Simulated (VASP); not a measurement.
# Te (P6/mmm) in VASP: further runs

The runs below take Te through single point, relaxation of cell and atoms, with PBE.

Everything below comes from runs of VASP 6.6.1. Logs are shortened: lines on timing, memory, paths and dates and some standing lists are left out, and cuts for length are marked.

## (1) The cell of the first run

It takes space group P6/mmm (No. 191, hexagonal). Conventional cell: a = 3.879 Å, b = 3.879 Å, c = 6.585 Å, α = 90.00°, β = 90.00°, γ = 120.00°. Te (site symmetry 6mm) has 1 Te at 1.45 Å within 1.9 Å. Te (site symmetry -6m2) has 3 Te at 2.24 Å within 3.0 Å.

The cell was built from a structure type or drawn by symmetry, and may not be a known phase.

## (2) Single point, PBE

Input file INCAR:

```
ALGO = Normal
EDIFF = 1E-6
ENCUT = 500
GGA = PE
GGA_COMPAT = F
ISIF = 2
ISMEAR = 0
LASPH = T
LCHARG = F
LREAL = F
LWAVE = F
NBANDS = 20
NELM = 120
PREC = Accurate
SIGMA = 0.1
```

Input file KPOINTS:

```
k-points
0
Gamma
  6 6 4
```

Input file POSCAR:

```
Te
1.0
    3.8791859300      0.0000000000      0.0000000000
   -1.9395929600      3.3594735600      0.0000000000
    0.0000000000      0.0000000000      6.5847047200
Te
4
Direct
    0.0000000000      0.0000000000      0.6103659600
    0.0000000000      0.0000000000      0.3896340400
    0.3333333300      0.6666666700      0.0000000000
    0.6666666700      0.3333333300      0.0000000000
```

Potentials or basis: VASP PAW PBE potentials, release 64 (Te).

Launch:

```sh
$ cat potpaw_PBE.64/Te/POTCAR > POTCAR
$ mpirun -np 1 vasp_std > vasp.out
```

OUTCAR:

```text
EDIFF = 1E-6
   ENCUT = 500
   GGA = PE
   ISIF = 2
   ISMEAR = 0
   LASPH = T
   LREAL = F
   NELM = 120
   PREC = Accurate

 ion  position               nearest neighbor table
   1  0.000  0.000  0.610-   2 1.45   3 3.41   4 3.41   3 3.41   4 3.41   4 3.41   3 3.41
   2  0.000  0.000  0.390-   1 1.45   3 3.41   4 3.41   3 3.41   4 3.41   4 3.41   3 3.41
   3  0.333  0.667  0.000-   4 2.24   4 2.24   4 2.24   1 3.41   2 3.41   2 3.41   1 3.41   2 3.41
                             1 3.41
   4  0.667  0.333  0.000-   3 2.24   3 2.24   3 2.24   1 3.41   2 3.41   1 3.41   2 3.41   1 3.41
                             2 3.41

 -----------------------------------------------------------------------------
|                                                                             |
|           W    W    AA    RRRRR   N    N  II  N    N   GGGG   !!!           |
|           W    W   A  A   R    R  NN   N  II  NN   N  G    G  !!!           |
|           W    W  A    A  R    R  N N  N  II  N N  N  G       !!!           |
|           W WW W  AAAAAA  RRRRR   N  N N  II  N  N N  G  GGG   !            |
|           WW  WW  A    A  R   R   N   NN  II  N   NN  G    G                |
|           W    W  A    A  R    R  N    N  II  N    N   GGGG   !!!           |
|                                                                             |
|     The distance between some ions is very small. Please check the          |
|     nearest-neighbor list in the OUTCAR file.                               |
|     I HOPE YOU KNOW WHAT YOU ARE DOING!                                     |
|                                                                             |
 -----------------------------------------------------------------------------

  LATTYP: Found a hexagonal cell.
 ALAT       =     3.8791859300
 C/A-ratio  =     1.6974449894

  Lattice vectors:

 A1 = (   3.8791859300,   0.0000000000,   0.0000000000)
 A2 = (  -1.9395929600,   3.3594735600,   0.0000000000)
 A3 = (   0.0000000000,   0.0000000000,   6.5847047200)

Analysis of symmetry for initial positions (statically):
=====================================================================
 Subroutine PRICEL returns:
 Original cell was already a primitive cell.

 Routine SETGRP: Setting up the symmetry group for a
 hexagonal supercell.

 Subroutine GETGRP returns: Found 24 space group operations
 (whereof 24 operations were pure point group operations)
 out of a pool of 24 trial point group operations.

The static configuration has the point symmetry D_6h.

Analysis of symmetry for dynamics (positions and initial velocities):
=====================================================================
 Subroutine PRICEL returns:
 Original cell was already a primitive cell.

 Routine SETGRP: Setting up the symmetry group for a
 hexagonal supercell.

 Subroutine GETGRP returns: Found 24 space group operations
 (whereof 24 operations were pure point group operations)
 out of a pool of 24 trial point group operations.

The dynamic configuration has the point symmetry D_6h.

 Subroutine INISYM returns: Found 24 space group operations
 (whereof 24 operations are pure point group operations),
 and found     1 'primitive' translations

----------------------------------------------------------------------------------------

                                     Primitive cell

  volume of cell :      85.8120

  direct lattice vectors                    reciprocal lattice vectors
     3.879185930  0.000000000  0.000000000     0.257786045  0.148832842  0.000000000
    -1.939592960  3.359473560  0.000000000     0.000000000  0.297665685  0.000000000
     0.000000000  0.000000000  6.584704720     0.000000000  0.000000000  0.151867098

  length of vectors
     3.879185930  3.879185926  6.584704720     0.297665685  0.297665685  0.151867098

  position of ions in fractional coordinates (direct lattice)
     0.000000000  0.000000000  0.610365960
     0.000000000  0.000000000  0.389634040
     0.333333330  0.666666670  0.000000000
     0.666666670  0.333333330  0.000000000

  ion indices of the primitive-cell ions
   primitive index   ion index
                 1           1
                 2           2
                 3           3
                 4           4

----------------------------------------------------------------------------------------

 KPOINTS: k-points

Automatic generation of k-mesh.
 Grid dimensions read from file:
 generate k-points for:    6    6    4

 Generating k-lattice:

  Cartesian coordinates                     Fractional coordinates (reciprocal lattice)
     0.042964341  0.024805474  0.000000000     0.166666667  0.000000000  0.000000000
     0.000000000  0.049610948  0.000000000     0.000000000  0.166666667  0.000000000
     0.000000000  0.000000000  0.037966775     0.000000000  0.000000000  0.250000000

  Length of vectors
     0.049610948  0.049610948  0.037966775

  Shift w.r.t. Gamma in fractional coordinates (k-lattice)
     0.000000000  0.000000000  0.000000000

 Subroutine IBZKPT returns following result:
 ===========================================

 Found     21 irreducible k-points:

 Following reciprocal coordinates:
            Coordinates               Weight
  0.000000  0.000000  0.000000      1.000000
  0.166667  0.000000  0.000000      6.000000
  0.333333  0.000000  0.000000      6.000000
  0.500000  0.000000  0.000000      3.000000
  0.166667  0.166667  0.000000      6.000000
  0.333333  0.166667  0.000000     12.000000
[... 13 lines left out ...]
  0.333333  0.166667  0.500000     12.000000
  0.333333  0.333333  0.500000      2.000000
   k-points           NKPTS =     21   k-points in BZ     NKDIM =     21   number of bands    NBANDS=     20
   number of dos      NEDOS =    301   number of ions     NIONS =      4
   total plane-waves  NPLWV =  37632
   dimension x,y,z NGX =    28 NGY =   28 NGZ =   48
   dimension x,y,z NGXF=    56 NGYF=   56 NGZF=   96
   ions per type =               4
   NGX,Y,Z   is equivalent  to a cutoff of  12.00, 12.00, 12.12 a.u.
   NGXF,Y,Z  is equivalent  to a cutoff of  24.00, 24.00, 24.24 a.u.
 SYSTEM =  unknown system
   PREC   = accura    normal or accurate (medium, high low for compatibility)
   ISTART =      0    job   : 0-new  1-cont  2-samecut
   ICHARG =      2    charge: 1-file 2-atom 10-const
   ISPIN  =      1    spin polarized calculation?
   LNONCOLLINEAR =      F non collinear calculations
   LSORBIT =      F    spin-orbit coupling
   LASPH  =      T    aspherical Exc in radial PAW
   ENCUT  =  500.0 eV  36.75 Ry    6.06 a.u.   7.07  7.07 12.01*2*pi/ulx,y,z
   NELM   =    120;   NELMIN=  2; NELMDL= -5     # of ELM steps
   EDIFF  = 0.1E-05   stopping-criterion for ELM
   LREAL  =      F    real-space projection
   EDIFFG = 0.1E-04   stopping-criterion for IOM
   NSW    =      0    number of steps for IOM
   IBRION =     -1    ionic relax: 0-MD 1-quasi-New 2-CG
   NFREE  =      0    steps in history (QN), initial steepest desc. (CG)
   ISIF   =      2    stress and relaxation
   ISYM   =      2    0-nonsym 1-usesym 2-fastsym
   POTIM  = 0.5000    time-step for ionic-motion
   TEBEG  =    0.0;   TEEND  =   0.0 temperature during run
   PSTRESS=    0.0 pullay stress
   NELECT =      24.0000    total number of electrons
   NUPDOWN=      -1.0000    fix difference up-down
   EMIN   =  10.00;   EMAX   =-10.00  energy-range for DOS
   EFERMI =   0.00;   METHOD = LEGACY
   ISMEAR =     0;   SIGMA  =   0.10  broadening in eV -4-tet -1-fermi 0-gaus
   EFERMI_NEDOS =   21; number of points for ismear=-14 and -15
   IALGO  =     38    algorithm
   IMIX   =      4    mixing-type and parameters
     AMIX     =   0.40;   BMIX     =  1.00
     AMIX_MAG =   1.60;   BMIX_MAG =  1.00
  volume/ion in A,a.u.               =      21.45       144.77
  Fermi-wavevector in a.u.,A,eV,Ry     =   1.070605  2.023150 15.594926  1.146195
  Thomas-Fermi vector in A             =   2.206320
   LORBIT       =      0    0 simple, 1 ext, 2 COOP (PROOUT), +10 PAW based schemes
   GGA     = PE    functional components
   LHFCALC =     F    Hartree Fock is set to
   AEXX    =    0.0000 exact exchange contribution
   IVDW    =     0    specifies the selected vdW correction
   LEPSILON=     F    determine dielectric tensor
   LRPA    =     F    only Hartree local field effects (RPA)
 non-spin polarized calculation
 Gauss-broadening in eV      SIGMA  =   0.10
  energy-cutoff  :      500.00
  volume of cell :       85.81
 maximum number of plane-waves:      2199
   NGX = 15   NGY = 15   NGZ = 25

 number of electron      24.0000001 magnetization

 Free energy of the ion-electron system (eV)
  ---------------------------------------------------
  ext. energy  EPLUGINS =         0.00000000
  ---------------------------------------------------
  free energy    TOTEN  =        55.38828161 eV

  energy without entropy =       55.39966123  energy(sigma->0) =       55.39397142

 E-fermi :  13.2473     XC(G=0): -10.9188

 val. band max:       13.2284774576   @ k =   0.1667   0.0000   0.5000
 cond. band min:      13.2572159925   @ k =   0.1667   0.0000   0.0000
 fundamental gap:      0.0287385349
 Fermi energy:        13.2473393343

 k-point     1 :       0.0000    0.0000    0.0000
  band No.  band energies     occupation
      1      -6.2828      2.00000
      2      -5.0081      2.00000
      3       1.7218      2.00000
      4       5.4903      2.00000
      5       5.4903      2.00000
      6       6.4470      2.00000
[... 12 lines left out ...]
     19      17.8972      0.00000
     20      18.4147      0.00000

 k-point     2 :       0.1667    0.0000    0.0000
  band No.  band energies     occupation
      1      -5.9702      2.00000
      2      -4.7961      2.00000
      3       2.0497      2.00000
      4       3.6514      2.00000
      5       4.8965      2.00000
      6       5.0912      2.00000
[... 12 lines left out ...]
     19      19.0929      0.00000
     20      19.1948      0.00000
[... 396 lines left out ...]
      3      -0.8048      2.00000
      4       2.7561      2.00000
      5       2.8889      2.00000
      6       4.3323      2.00000
[... 12 lines left out ...]
     19      20.5849      0.00000
     20      20.6624      0.00000

 k-point    21 :       0.3333    0.3333    0.5000
  band No.  band energies     occupation
      1      -4.6256      2.00000
      2      -2.1366      2.00000
      3      -2.1366      2.00000
      4       1.8027      2.00000
      5       3.3261      2.00000
      6       3.3261      2.00000
[... 12 lines left out ...]
     19      21.7273      0.00000
     20      21.7273      0.00000

------------------------ aborting loop because EDIFF is reached ----------------------------------------

  FORCE on cell =-STRESS in cart. coord.  units (eV):
  Direction    XX          YY          ZZ          XY          YZ          ZX
  --------------------------------------------------------------------------------------
  -------------------------------------------------------------------------------------
  Total       52.0072541     52.0072541    280.9013083      0.0000001     -0.0000000      0.0000000
  in kB      971.0159840    971.0159832   5244.6464428      0.0000014     -0.0000000      0.0000000
  external PRESSURE =    2395.5594700 kB  Pullay stress =       0.0000000 kB

 VOLUME and BASIS-vectors are now :
 -----------------------------------------------------------------------------
  energy-cutoff  :      500.00
  volume of cell :       85.81
      direct lattice vectors                 reciprocal lattice vectors
     3.879185930  0.000000000  0.000000000     0.257786045  0.148832842  0.000000000
    -1.939592960  3.359473560  0.000000000     0.000000000  0.297665685  0.000000000
     0.000000000  0.000000000  6.584704720     0.000000000  0.000000000  0.151867098

 POSITION                                       TOTAL-FORCE (eV/Angst)
 -----------------------------------------------------------------------------------
      0.00000      0.00000      4.01908        -0.000000      0.000000    185.673816
      0.00000      0.00000      2.56563        -0.000000      0.000000   -185.673816
     -0.00000      2.23965      0.00000        -0.000000     -0.000000      0.000000
      1.93959      1.11982      0.00000         0.000000      0.000000      0.000000
 -----------------------------------------------------------------------------------
    total drift:                               -0.000000     -0.000000     -0.000000

  FREE ENERGIE OF THE ION-ELECTRON SYSTEM (eV)
  ---------------------------------------------------
  free  energy   TOTEN  =        55.3882816119 eV

  energy  without entropy=       55.3996612342  energy(sigma->0) =       55.39397142
```

Wall time 30 s (1 thread of Intel Xeon Platinum 8488C (Sapphire Rapids), shared host); peak memory 0.18 GiB.

Results:

```
Free energy            : 55.3883 eV
Pressure               : 239.6 GPa
Largest force          : 185.674 eV/Å
Band gap on the k mesh : zero (bands 12 and 13 overlap by 1.28 eV)
```

Forces in eV/Å, atoms in the order of the input:
```
Te     0.000    0.000  185.674
Te     0.000    0.000 -185.674
Te     0.000    0.000    0.000
Te     0.000    0.000    0.000
```

Levels at points of the mesh, in eV from the Fermi level:
```
           k point  band 8  band 9  band 10  band 11  band 12  band 13  band 14  band 15  band 16  band 17
(0.00, 0.00, 0.00)   -4.93   -4.55    -3.31    -0.85    -0.85     1.05     1.05     1.56     2.17     2.61
(0.50, 0.00, 0.00)   -6.72   -4.69    -2.42    -1.05    -0.36     0.27     0.65     3.82     4.42     5.69
(0.00, 0.00, 0.50)   -6.80   -4.54    -1.52    -1.52    -0.22     1.91     2.33     2.34     2.34     2.51
(0.50, 0.00, 0.50)   -5.03   -4.97    -3.26    -2.60    -1.39     0.58     1.41     4.04     5.65     5.75
```

Caveat: atoms lie so close that the PAW spheres overlap strongly, which falsifies energies and pressures; the cell stands under pressure; spin-orbit coupling is left out, which moves the levels of the heavy elements; forces of over 1 eV/Å act on the atoms, so gaps and moduli don't describe the material at rest.

(Continued in part 2 of 3.)
